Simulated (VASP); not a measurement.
# HfC (Fm-3m) in VASP: settings compared, part 2 of 3

VASP 6.6.1. Earlier steps stand in the parts before.

## 4. Electric field gradients, PBE

The input, INCAR:

```
SYSTEM = HfC
PREC = Accurate ; ENCUT = 520
EDIFF = 1E-8 ; ISMEAR = -1
SIGMA = 0.05 ; LREAL = .False.
LASPH = .True. ; NELM = 80
ALGO = Normal ; ISIF = 2
LWAVE = .False. ; LCHARG = .False.
GGA = PE ; LEFG = .True.
NBANDS = 14
```

The input, KPOINTS:

```
regular mesh
0
Gamma
  15 15 15
  0 0 0
```

The input, POSCAR:

```
HfC
1.0
    0.0000000000      2.3250000000      2.3250000000
    2.3250000000      0.0000000000      2.3250000000
    2.3250000000      2.3250000000      0.0000000000
Hf C
1 1
Direct
    0.5000000000      0.5000000000      0.5000000000
    0.0000000000      0.0000000000      0.0000000000
```

Potentials or basis: VASP PAW PBE potentials, release 64 (Hf_pv, C).

The run is started by

```bash
$ cat potpaw_PBE.64/Hf_pv/POTCAR potpaw_PBE.64/C/POTCAR > POTCAR
$ mpirun -np 1 vasp_std > vasp.out
```

OUTCAR:

```text
SYSTEM = HfC
   PREC = Accurate
   ENCUT = 520
   EDIFF = 1E-8
   ISMEAR = -1
   LREAL = .False.
   LASPH = .True.
   NELM = 80
   ISIF = 2
   GGA = PE

 ion  position               nearest neighbor table
   1  0.500  0.500  0.500-   2 2.33   2 2.33   2 2.33   2 2.33   2 2.33   2 2.33
   2  0.000  0.000  0.000-   1 2.33   1 2.33   1 2.33   1 2.33   1 2.33   1 2.33

  LATTYP: Found a face centered cubic cell.
 ALAT       =     4.6500000000

  Lattice vectors:

 A1 = (   0.0000000000,   2.3250000000,   2.3250000000)
 A2 = (   2.3250000000,   0.0000000000,   2.3250000000)
 A3 = (   2.3250000000,   2.3250000000,   0.0000000000)

Analysis of symmetry for initial positions (statically):
=====================================================================
 Subroutine PRICEL returns:
 Original cell was already a primitive cell.

 Routine SETGRP: Setting up the symmetry group for a
 face centered cubic supercell.

 Subroutine GETGRP returns: Found 48 space group operations
 (whereof 48 operations were pure point group operations)
 out of a pool of 48 trial point group operations.

The static configuration has the point symmetry O_h .

Analysis of symmetry for dynamics (positions and initial velocities):
=====================================================================
 Subroutine PRICEL returns:
 Original cell was already a primitive cell.

 Routine SETGRP: Setting up the symmetry group for a
 face centered cubic supercell.

 Subroutine GETGRP returns: Found 48 space group operations
 (whereof 48 operations were pure point group operations)
 out of a pool of 48 trial point group operations.

[... 552 lines left out ...]
      6       5.2556      2.00000
      7       5.5198      1.99935
      8       6.7166      0.00000
      9       9.4412      0.00000
     10       9.7410      0.00000
     11      10.4969      0.00000
     12      12.1895      0.00000
     13      15.4228      0.00000
     14      19.4122      0.00000

 [... further k-points ...]

------------------------ aborting loop because EDIFF is reached ----------------------------------------

  FORCE on cell =-STRESS in cart. coord.  units (eV):
  Direction    XX          YY          ZZ          XY          YZ          ZX
  --------------------------------------------------------------------------------------
  -------------------------------------------------------------------------------------
  Total       -0.0698921     -0.0698921     -0.0698921     -0.0000000     -0.0000000     -0.0000000
  in kB       -4.4549176     -4.4549176     -4.4549176     -0.0000000     -0.0000000     -0.0000000
  external PRESSURE =      -4.4549176 kB  Pullay stress =       0.0000000 kB

 VOLUME and BASIS-vectors are now :
 -----------------------------------------------------------------------------
  energy-cutoff  :      520.00
  volume of cell :       25.14
      direct lattice vectors                 reciprocal lattice vectors
     0.000000000  2.325000000  2.325000000    -0.215053763  0.215053763  0.215053763
     2.325000000  0.000000000  2.325000000     0.215053763 -0.215053763  0.215053763
     2.325000000  2.325000000  0.000000000     0.215053763  0.215053763 -0.215053763

 POSITION                                       TOTAL-FORCE (eV/Angst)
 -----------------------------------------------------------------------------------
      2.32500      2.32500      2.32500         0.000000      0.000000      0.000000
      0.00000      0.00000      0.00000         0.000000     -0.000000     -0.000000
 -----------------------------------------------------------------------------------
    total drift:                                0.000000     -0.000000      0.000000

  FREE ENERGIE OF THE ION-ELECTRON SYSTEM (eV)
  ---------------------------------------------------
  free  energy   TOTEN  =       -21.0462858904 eV

  energy  without entropy=      -21.0431579081  energy(sigma->0) =      -21.04472190

 Electric field gradients (V/A^2)
---------------------------------------------------------------------
 ion       V_xx      V_yy      V_zz      V_xy      V_xz      V_yz
---------------------------------------------------------------------
   1       0.000    -0.000     0.000     0.000     0.000     0.000
   2       0.000    -0.000     0.000     0.000     0.000     0.000
---------------------------------------------------------------------

 Electric field gradients after diagonalization (V/A^2)
 (convention: |V_zz| > |V_xx| > |V_yy|)
----------------------------------------------------------------------
 ion       V_xx      V_yy      V_zz     asymmetry (V_yy - V_xx)/ V_zz
----------------------------------------------------------------------
   1      -0.000    -0.000     0.000       0.000
   2      -0.000    -0.000     0.001       0.000
----------------------------------------------------------------------

           NMR quadrupolar parameters

 Cq : quadrupolar parameter    Cq=e*Q*V_zz/h
 eta: asymmetry parameters     (V_yy - V_xx)/ V_zz
 Q  : nuclear electric quadrupole moment in mb (millibarn)
----------------------------------------------------------------------
 ion       Cq(MHz)       eta       Q (mb)
----------------------------------------------------------------------
   1       0.000       0.000       1.000
   2       0.000       0.000       1.000
----------------------------------------------------------------------
```

stdout:

```text
POSCAR found type information on POSCAR HfC
 POSCAR found :  2 types and       2 ions
 scaLAPACK will be used
 LDA part: xc-table for (Slater+PW92), standard interpolation
 POSCAR, INCAR and KPOINTS ok, starting setup
 FFT: planning ... GRIDC
 FFT: planning ... GRID_SOFT
 FFT: planning ... GRID
 WAVECAR not read
 entering main loop
ion   1

ion   2
```

It took 17 s on 1 thread of Intel Xeon 6975P-C (Granite Rapids), shared host; peak memory 0.16 GiB.

Results:

| Quantity | Value |
| --- | --- |
| Free energy | -21.0463 eV |
| Pressure | -0.4 GPa |
| Band gap on the k mesh | zero (bands 7 and 8 overlap by 1.43 eV) |
| Largest electric field gradient by atom | under 0.05 V/Å² on every atom |

Caveat: spin-orbit coupling is left out, which moves the levels of the heavy elements.

## 5. Electric field gradients, r2SCAN

POSCAR is that of step 4.

The input, INCAR.step1:

```
PREC = Accurate ; ENCUT = 520
ISMEAR = -1 ; SIGMA = 0.05
LREAL = False ; LASPH = True
NELM = 80 ; NBANDS = 14
GGA = PE ; ALGO = Normal
EDIFF = 1E-4 ; LWAVE = True
LCHARG = False
```

The input, INCAR.step2:

```
PREC = Accurate ; ENCUT = 520
EDIFF = 1E-8 ; ISMEAR = -1
SIGMA = 0.05 ; LREAL = False
LASPH = True ; NELM = 80
ALGO = Normal ; ISIF = 2
LWAVE = False ; LCHARG = False
METAGGA = R2SCAN ; LMIXTAU = True
LEFG = True ; NBANDS = 14
ISTART = 1
```

The input, KPOINTS:

```
regular mesh
0
Gamma
  15 15 15
```

Potentials or basis: VASP PAW PBE potentials, release 64 (Hf_pv, C).

The run is started by

```bash
$ cat potpaw_PBE.64/Hf_pv/POTCAR potpaw_PBE.64/C/POTCAR > POTCAR
$ cp INCAR.step1 INCAR
$ mpirun -np 1 vasp_std > vasp.out
$ cp INCAR.step2 INCAR
$ mpirun -np 1 vasp_std > vasp.out
```

OUTCAR:

```text
PREC = Accurate
   ENCUT = 520
   EDIFF = 1E-8
   ISMEAR = -1
   LREAL = False
   LASPH = True
   NELM = 80
   ISIF = 2
   METAGGA = R2SCAN
   ISTART = 1

 ion  position               nearest neighbor table
   1  0.500  0.500  0.500-   2 2.33   2 2.33   2 2.33   2 2.33   2 2.33   2 2.33
   2  0.000  0.000  0.000-   1 2.33   1 2.33   1 2.33   1 2.33   1 2.33   1 2.33

  LATTYP: Found a face centered cubic cell.
 ALAT       =     4.6500000000

  Lattice vectors:

 A1 = (   0.0000000000,   2.3250000000,   2.3250000000)
 A2 = (   2.3250000000,   0.0000000000,   2.3250000000)
 A3 = (   2.3250000000,   2.3250000000,   0.0000000000)

Analysis of symmetry for initial positions (statically):
=====================================================================
 Subroutine PRICEL returns:
 Original cell was already a primitive cell.

 Routine SETGRP: Setting up the symmetry group for a
 face centered cubic supercell.

 Subroutine GETGRP returns: Found 48 space group operations
 (whereof 48 operations were pure point group operations)
 out of a pool of 48 trial point group operations.

The static configuration has the point symmetry O_h .

Analysis of symmetry for dynamics (positions and initial velocities):
=====================================================================
 Subroutine PRICEL returns:
 Original cell was already a primitive cell.

 Routine SETGRP: Setting up the symmetry group for a
 face centered cubic supercell.

 Subroutine GETGRP returns: Found 48 space group operations
 (whereof 48 operations were pure point group operations)
 out of a pool of 48 trial point group operations.

[... 550 lines left out ...]
      4      -6.2303      2.00000
      5       3.2870      2.00000
      6       5.2024      2.00000
      7       5.4399      1.99971
      8       6.8558      0.00000
      9       9.6137      0.00000
     10       9.9788      0.00000
     11      10.6751      0.00000
     12      12.5142      0.00000
     13      16.0453      0.00000
     14      18.6394      0.00000

 [... further k-points ...]

------------------------ aborting loop because EDIFF is reached ----------------------------------------

  FORCE on cell =-STRESS in cart. coord.  units (eV):
  Direction    XX          YY          ZZ          XY          YZ          ZX
  --------------------------------------------------------------------------------------
  -------------------------------------------------------------------------------------
  Total       -0.3986441     -0.3986441     -0.3986441      0.0000000      0.0000000      0.0000000
  in kB      -25.4095571    -25.4095571    -25.4095571      0.0000000      0.0000000      0.0000000
  external PRESSURE =     -25.4095571 kB  Pullay stress =       0.0000000 kB

 VOLUME and BASIS-vectors are now :
 -----------------------------------------------------------------------------
  energy-cutoff  :      520.00
  volume of cell :       25.14
      direct lattice vectors                 reciprocal lattice vectors
     0.000000000  2.325000000  2.325000000    -0.215053763  0.215053763  0.215053763
     2.325000000  0.000000000  2.325000000     0.215053763 -0.215053763  0.215053763
     2.325000000  2.325000000  0.000000000     0.215053763  0.215053763 -0.215053763

 POSITION                                       TOTAL-FORCE (eV/Angst)
 -----------------------------------------------------------------------------------
      2.32500      2.32500      2.32500        -0.000000      0.000000     -0.000000
      0.00000      0.00000      0.00000         0.000000     -0.000000      0.000000
 -----------------------------------------------------------------------------------
    total drift:                                0.000000     -0.000000      0.000000

  FREE ENERGIE OF THE ION-ELECTRON SYSTEM (eV)
  ---------------------------------------------------
  free  energy   TOTEN  =       -57.3406227668 eV

  energy  without entropy=      -57.3380604228  energy(sigma->0) =      -57.33934159

 Electric field gradients (V/A^2)
---------------------------------------------------------------------
 ion       V_xx      V_yy      V_zz      V_xy      V_xz      V_yz
---------------------------------------------------------------------
   1      -0.000    -0.000     0.000     0.000     0.000     0.000
   2       0.000     0.000    -0.000     0.000     0.000     0.000
---------------------------------------------------------------------

 Electric field gradients after diagonalization (V/A^2)
 (convention: |V_zz| > |V_xx| > |V_yy|)
----------------------------------------------------------------------
 ion       V_xx      V_yy      V_zz     asymmetry (V_yy - V_xx)/ V_zz
----------------------------------------------------------------------
   1      -0.000    -0.000     0.000       0.000
   2      -0.000    -0.000     0.001       0.000
----------------------------------------------------------------------

           NMR quadrupolar parameters

 Cq : quadrupolar parameter    Cq=e*Q*V_zz/h
 eta: asymmetry parameters     (V_yy - V_xx)/ V_zz
 Q  : nuclear electric quadrupole moment in mb (millibarn)
----------------------------------------------------------------------
 ion       Cq(MHz)       eta       Q (mb)
----------------------------------------------------------------------
   1       0.000       0.000       1.000
   2       0.000       0.000       1.000
----------------------------------------------------------------------
```

Run time: 59 s. Hardware: 1 thread of Intel Xeon 6975P-C (Granite Rapids), shared host; peak memory 0.18 GiB.

Results:

```
Free energy                             : -57.3406 eV
Pressure                                : -2.5 GPa
Band gap on the k mesh                  : zero (bands 7 and 8 overlap by 1.48 eV)
Largest electric field gradient by atom : under 0.05 V/Å² on every atom
```

Caveat: the PAW data sets were made with another functional, which shifts forces and pressure a little; spin-orbit coupling is left out, which moves the levels of the heavy elements.

(Part 2 of 3 ends here.)
